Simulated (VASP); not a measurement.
Runs of VASP 6.6.1 on Mg3TiN3. The structure is that of space group Pm-3m (No. 221), or close to it. The cells are those of the table. 

```csv
task,spin,cell,k mesh,cutoff (eV),smearing,gap on the mesh (eV),pressure (GPa),moment (μB)
single point,"collinear, ferromagnetic start","a = 4.307 Å, 7 atoms",3 × 3 × 3,520,gaussian 0.15 eV,none,(a),0.06
single point,off,"a = 4.304 Å, 7 atoms",6 × 6 × 6,520,gaussian 0.2 eV,none,-0.3,-
single point,off,"a = 4.304 Å, 7 atoms",8 × 8 × 8,520,gaussian 0.1 eV,none,(b),-
relaxation of cell and atoms,"collinear, ferromagnetic start","relaxed from a = 4.787 Å, 7 atoms",3 × 3 × 3,600,gaussian 0.15 eV,none,0.1,0.27
```

Alike in all rows: level PBE; potentials or basis VASP PAW PBE potentials, release 64 (Mg, Ti_sv, N).

Task: Estimate the missing entries.

Result: (a) -0.4; (b) -0.2.

Caveats: some runs use coarse meshes.

A gap of «none» marks levels without a gap at the run's occupations.
